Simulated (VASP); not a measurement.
# Li2S (Fm-3m) in VASP: notebook

Runs on Li2S. Level: r2SCAN. Tasks: single point, relaxation of cell and atoms.

Everything below comes from runs of VASP 6.6.1. Logs are shortened: lines on timing, memory, paths and dates and some standing lists are left out, and cuts for length are marked.

## 1. The cell of the first run

It takes space group Fm-3m (No. 225, cubic). The conventional cell has a = 5.690 Å, b = 5.690 Å, c = 5.690 Å, α = 90.00°, β = 90.00°, γ = 90.00°. Li (site symmetry -43m) has 4 S at 2.46 Å and 6 Li at 2.85 Å within 3.3 Å. Within 3.3 Å of S (site symmetry m-3m) lie 8 Li at 2.46 Å.

## 2. Single point, r2SCAN

POSCAR reads:

```
Li2S
1.0
    0.0000000000      2.8450366835      2.8450366835
    2.8450366835      0.0000000000      2.8450366835
    2.8450366835      2.8450366835      0.0000000000
Li S
2 1
Direct
    0.2500000000      0.2500000000      0.2500000000
    0.7500000000      0.7500000000      0.7500000000
    0.0000000000      0.0000000000      0.0000000000
```

INCAR.step1 reads:

```
SYSTEM = Li2S
ALGO = Normal ; EDIFF = 1E-5
ENCUT = 830 ; GGA = PE
GGA_COMPAT = .False. ; ISMEAR = 0
LASPH = .True. ; LCHARG = .False.
LREAL = .False. ; LWAVE = .True.
NBANDS = 13 ; NELM = 120
PREC = Accurate ; SIGMA = 0.02
```

INCAR.step2 reads:

```
SYSTEM = Li2S
ALGO = Normal ; EDIFF = 1E-6
ENCUT = 830 ; GGA_COMPAT = .False.
ISIF = 2 ; ISMEAR = 0
ISTART = 1 ; LASPH = .True.
LCHARG = .False. ; LMIXTAU = .True.
LREAL = .False. ; LWAVE = .False.
METAGGA = R2SCAN ; NBANDS = 13
NELM = 120 ; PREC = Accurate
SIGMA = 0.02
```

KPOINTS reads:

```
k-points
0
Gamma
  8 8 8
  0 0 0
```

Potentials or basis: VASP PAW PBE potentials, release 64 (Li_sv, S).

Launch:

```
$ cat potpaw_PBE.64/Li_sv/POTCAR potpaw_PBE.64/S/POTCAR > POTCAR
$ cp INCAR.step1 INCAR
$ mpirun -np 1 vasp_std > vasp.out
$ cp INCAR.step2 INCAR
$ mpirun -np 1 vasp_std > vasp.out
```

OUTCAR:

```text
SYSTEM = Li2S
   EDIFF = 1E-6
   ENCUT = 830
   ISIF = 2
   ISMEAR = 0
   ISTART = 1
   LASPH = .True.
   LREAL = .False.
   METAGGA = R2SCAN
   NELM = 120
   PREC = Accurate

 ion  position               nearest neighbor table
   1  0.250  0.250  0.250-   3 2.46   3 2.46   3 2.46   3 2.46
   2  0.750  0.750  0.750-   3 2.46   3 2.46   3 2.46   3 2.46
   3  0.000  0.000  0.000-   2 2.46   2 2.46   2 2.46   1 2.46   2 2.46   1 2.46   1 2.46   1 2.46

  LATTYP: Found a face centered cubic cell.
 ALAT       =     5.6900733670

  Lattice vectors:

 A1 = (   0.0000000000,   2.8450366835,   2.8450366835)
 A2 = (   2.8450366835,   0.0000000000,   2.8450366835)
 A3 = (   2.8450366835,   2.8450366835,   0.0000000000)

Analysis of symmetry for initial positions (statically):
=====================================================================
 Subroutine PRICEL returns:
 Original cell was already a primitive cell.

 Routine SETGRP: Setting up the symmetry group for a
 face centered cubic supercell.

 Subroutine GETGRP returns: Found 48 space group operations
 (whereof 48 operations were pure point group operations)
 out of a pool of 48 trial point group operations.

The static configuration has the point symmetry O_h .

Analysis of symmetry for dynamics (positions and initial velocities):
=====================================================================
 Subroutine PRICEL returns:
 Original cell was already a primitive cell.

 Routine SETGRP: Setting up the symmetry group for a
 face centered cubic supercell.

 Subroutine GETGRP returns: Found 48 space group operations
 (whereof 48 operations were pure point group operations)
 out of a pool of 48 trial point group operations.

The dynamic configuration has the point symmetry O_h .

 Subroutine INISYM returns: Found 48 space group operations
 (whereof 48 operations are pure point group operations),
 and found     1 'primitive' translations

----------------------------------------------------------------------------------------

                                     Primitive cell

  volume of cell :      46.0568

  direct lattice vectors                    reciprocal lattice vectors
     0.000000000  2.845036684  2.845036684    -0.175744658  0.175744658  0.175744658
     2.845036684  0.000000000  2.845036684     0.175744658 -0.175744658  0.175744658
     2.845036684  2.845036684  0.000000000     0.175744658  0.175744658 -0.175744658

  length of vectors
     4.023489463  4.023489463  4.023489463     0.304398677  0.304398677  0.304398677

  position of ions in fractional coordinates (direct lattice)
[... 95 lines left out ...]
   EFERMI =   0.00;   METHOD = LEGACY
   ISMEAR =     0;   SIGMA  =   0.02  broadening in eV -4-tet -1-fermi 0-gaus
   EFERMI_NEDOS =   21; number of points for ismear=-14 and -15
   IALGO  =     38    algorithm
   IMIX   =      4    mixing-type and parameters
     AMIX     =   0.40;   BMIX     =  1.00
     AMIX_MAG =   1.60;   BMIX_MAG =  1.00
  volume/ion in A,a.u.               =      15.35       103.60
  Fermi-wavevector in a.u.,A,eV,Ry     =   1.045612  1.975921 14.875321  1.093305
  Thomas-Fermi vector in A             =   2.180415
   LORBIT       =      0    0 simple, 1 ext, 2 COOP (PROOUT), +10 PAW based schemes
   METAGGA = R2SCAN    functional components
   LHFCALC =     F    Hartree Fock is set to
   AEXX    =    0.0000 exact exchange contribution
   IVDW    =     0    specifies the selected vdW correction
   LEPSILON=     F    determine dielectric tensor
   LRPA    =     F    only Hartree local field effects (RPA)
 non-spin polarized calculation
 Gauss-broadening in eV      SIGMA  =   0.02
  energy-cutoff  :      830.00
  volume of cell :       46.06
 maximum number of plane-waves:      2541
 NGX is ok and might be reduce to    40
   NGX = 19   NGY = 19   NGZ = 19

 number of electron      12.0000004 magnetization

 Free energy of the ion-electron system (eV)
  ---------------------------------------------------
  ext. energy  EPLUGINS =         0.00000000
  ---------------------------------------------------
  free energy    TOTEN  =       -17.38403848 eV

  energy without entropy =      -17.38403848  energy(sigma->0) =      -17.38403848

 E-fermi :   1.3582     XC(G=0):  -8.9263

 val. band max:        1.2156185954   @ k =   0.0000   0.0000   0.0000
 cond. band min:       5.0697827399   @ k =   0.5000   0.5000   0.0000
 fundamental gap:      3.8541641445
 Fermi energy:         1.3582189017

 k-point     1 :       0.0000    0.0000    0.0000
  band No.  band energies     occupation
      1     -44.3930      2.00000
      2     -44.3513      2.00000
      3     -10.2723      2.00000
      4       1.2156      2.00000
      5       1.2156      2.00000
      6       1.2156      2.00000
      7       6.2659      0.00000
      8       8.1221      0.00000
      9       8.1221      0.00000
     10       8.1221      0.00000
     11      12.9796      0.00000
     12      12.9796      0.00000
     13      14.6563      0.00000
[... 354 lines left out ...]
  band No.  band energies     occupation
      1     -44.3712      2.00000
      2     -44.3711      2.00000
      3      -9.7612      2.00000
      4      -1.3731      2.00000
      5      -0.0253      2.00000
      6       0.3073      2.00000
      7       7.6136      0.00000
      8       8.6429      0.00000
      9      10.3559      0.00000
     10      11.0183      0.00000
     11      12.4593      0.00000
     12      13.8751      0.00000
     13      15.4977      0.00000

 [... further k-points ...]

------------------------ aborting loop because EDIFF is reached ----------------------------------------

  FORCE on cell =-STRESS in cart. coord.  units (eV):
  Direction    XX          YY          ZZ          XY          YZ          ZX
  --------------------------------------------------------------------------------------
  -------------------------------------------------------------------------------------
  Total       -0.0819094     -0.0819094     -0.0819094      0.0000000     -0.0000000      0.0000000
  in kB       -2.8493838     -2.8493838     -2.8493838      0.0000000     -0.0000000      0.0000000
  external PRESSURE =      -2.8493838 kB  Pullay stress =       0.0000000 kB

 VOLUME and BASIS-vectors are now :
 -----------------------------------------------------------------------------
  energy-cutoff  :      830.00
  volume of cell :       46.06
      direct lattice vectors                 reciprocal lattice vectors
     0.000000000  2.845036684  2.845036684    -0.175744658  0.175744658  0.175744658
     2.845036684  0.000000000  2.845036684     0.175744658 -0.175744658  0.175744658
     2.845036684  2.845036684  0.000000000     0.175744658  0.175744658 -0.175744658

 POSITION                                       TOTAL-FORCE (eV/Angst)
 -----------------------------------------------------------------------------------
      1.42252      1.42252      1.42252        -0.000000     -0.000000     -0.000000
      4.26756      4.26756      4.26756         0.000000      0.000000      0.000000
      0.00000      0.00000      0.00000        -0.000000      0.000000     -0.000000
 -----------------------------------------------------------------------------------
    total drift:                                0.000000     -0.000000      0.000000

  FREE ENERGIE OF THE ION-ELECTRON SYSTEM (eV)
  ---------------------------------------------------
  free  energy   TOTEN  =       -17.3840384751 eV

  energy  without entropy=      -17.3840384751  energy(sigma->0) =      -17.38403848
```

OSZICAR.step1:

```text
N       E                     dE             d eps       ncg     rms          rms(c)
DAV:   1     0.577995400398E+02    0.57800E+02   -0.69401E+03   754   0.125E+03
DAV:   2    -0.437488533482E+01   -0.62174E+02   -0.58488E+02   911   0.244E+02
DAV:   3    -0.120717782762E+02   -0.76969E+01   -0.76482E+01  1388   0.542E+01
DAV:   4    -0.122902502251E+02   -0.21847E+00   -0.21837E+00  1080   0.117E+01
DAV:   5    -0.122968122356E+02   -0.65620E-02   -0.65616E-02  1134   0.156E+00    0.388E+00
DAV:   6    -0.119994761037E+02    0.29734E+00   -0.50624E-01   941   0.284E+00    0.291E+00
DAV:   7    -0.119840754968E+02    0.15401E-01   -0.13632E-01  1053   0.166E+00    0.180E+00
DAV:   8    -0.119951191705E+02   -0.11044E-01   -0.27681E-02   967   0.940E-01    0.769E-01
DAV:   9    -0.119945779686E+02    0.54120E-03   -0.90678E-04  1006   0.180E-01    0.469E-01
DAV:  10    -0.119948027314E+02   -0.22476E-03   -0.15309E-03   839   0.189E-01    0.271E-01
DAV:  11    -0.119947674187E+02    0.35313E-04   -0.99558E-05  1084   0.619E-02    0.100E-01
DAV:  12    -0.119947683475E+02   -0.92876E-06   -0.26469E-06   621   0.124E-02
   1 F= -.11994768E+02 E0= -.11994768E+02  d E =-.148011E-49
```

Wall time 94 s (1 thread of Intel Xeon 6975P-C (Granite Rapids), shared host); peak memory 0.25 GiB.

What came out:

- Free energy: -17.3840 eV
- Pressure: -0.3 GPa
- Band gap on the k mesh: 3.85 eV (least direct gap 5.05 eV)

Levels at points of the mesh, in eV from the valence-band top:
| k point | band 4 | band 5 | band 6 | band 7 | band 8 | band 9 |
| --- | --- | --- | --- | --- | --- | --- |
| (0.00, 0.00, 0.00) | 0.00 | 0.00 | 0.00 | 5.05 | 6.91 | 6.91 |
| (0.50, 0.00, 0.00) | -2.89 | -0.51 | -0.51 | 6.97 | 7.19 | 7.19 |
| (0.50, 0.50, 0.00) | -2.16 | -1.44 | -1.44 | 3.85 | 7.90 | 12.17 |

Caveat: the PAW data sets were made with another functional, which shifts forces and pressure a little.

## 3. Relaxation of cell and atoms, r2SCAN

POSCAR reads:

```
Li2S
1.0
    0.0000000000      2.8445000000      2.8445000000
    2.8445000000      0.0000000000      2.8445000000
    2.8445000000      2.8445000000      0.0000000000
Li S
2 1
Direct
    0.2500000000      0.2500000000      0.2500000000
    0.7500000000      0.7500000000      0.7500000000
    0.0000000000      0.0000000000      0.0000000000
```

INCAR.step1 reads:

```
  PREC = Accurate
  ENCUT = 830
  ISMEAR = 0
  SIGMA = 0.02
  LREAL = F
  LASPH = T
  NELM = 120
  GGA = PE
  ALGO = Normal
  EDIFF = 1E-5
  LWAVE = T
  LCHARG = F
  GGA_COMPAT = F
  IBRION = 2
  ISIF = 3
  EDIFFG = -0.005
  NELMIN = 4
  NSW = 100
```

INCAR.step2 reads:

```
  PREC = Accurate
  ENCUT = 830
  EDIFF = 1E-7
  ISMEAR = 0
  SIGMA = 0.02
  LREAL = F
  LASPH = T
  NELM = 120
  ALGO = Normal
  ISIF = 3
  LWAVE = F
  LCHARG = F
  METAGGA = R2SCAN
  LMIXTAU = T
  IBRION = 2
  NSW = 80
  EDIFFG = -0.005
  ISTART = 1
  GGA_COMPAT = F
  NELMIN = 4
```

KPOINTS reads:

```
Automatic mesh
0
Gamma
  8 8 8
```

Potentials or basis: VASP PAW PBE potentials, release 64 (Li_sv, S).

Launch:

```
$ cat potpaw_PBE.64/Li_sv/POTCAR potpaw_PBE.64/S/POTCAR > POTCAR
$ cp INCAR.step1 INCAR
$ mpirun -np 1 vasp_std > vasp.out
$ cp INCAR.step2 INCAR
$ mpirun -np 1 vasp_std > vasp.out
```

It took 3.1 min on 1 thread of Intel Xeon 6975P-C (Granite Rapids), shared host; peak memory 0.26 GiB.

The run converged. Its results:

```yaml
Free_energy: -17.3842 eV
Relaxed_volume: 15.28 Å³/atom
Relaxed_cell: a = 4.017 Å, b = 4.017 Å, c = 4.017 Å, α = 60.00°, β = 60.00°, γ = 60.00°
Space_group_after_relaxing_to_0.1_Å: Fm-3m (No. 225)
Energy_gained_by_relaxing: 0.0 meV/atom
Ionic_steps: 3
Pressure_after_relaxing: 0.0 GPa
Band_gap_on_the_k_mesh: 3.85 eV (least direct gap 5.08 eV)
```

The path:
| step | energy change (eV) | largest force (eV/Å) | pressure (GPa) | volume (Å³) |
| --- | --- | --- | --- | --- |
| 1 | 0.0000 | 0.0000 | -0.17 | 46.03 |
| 2 | -0.0001 | 0.0000 | -0.08 | 45.92 |
| 3 | -0.0001 | 0.0000 | 0.00 | 45.83 |

Final structure:
```xyz
3
Lattice="0.0000 2.8404 2.8404 2.8404 0.0000 2.8404 2.8404 2.8404 0.0000" Properties=species:S:1:pos:R:3 pbc="T T T"
Li    1.4202    1.4202    1.4202
Li    4.2607    4.2607    4.2607
S     0.0000    0.0000    0.0000
```

Levels at points of the mesh, in eV from the valence-band top:
| k point | band 3 | band 4 | band 5 | band 6 | band 7 | band 8 | band 9 | band 10 |
| --- | --- | --- | --- | --- | --- | --- | --- | --- |
| (0.00, 0.00, 0.00) | -11.50 | 0.00 | 0.00 | 0.00 | 5.08 | 6.91 | 6.91 | 6.91 |
| (0.50, 0.00, 0.00) | -11.05 | -2.91 | -0.51 | -0.51 | 7.00 | 7.20 | 7.20 | 9.16 |
| (0.50, 0.50, 0.00) | -10.93 | -2.17 | -1.45 | -1.45 | 3.85 | 7.91 | 12.20 | 12.20 |

Caveat: the PAW data sets were made with another functional, which shifts forces and pressure a little. r2SCAN opens gaps a little over a GGA but as a rule still falls short of measured ones.
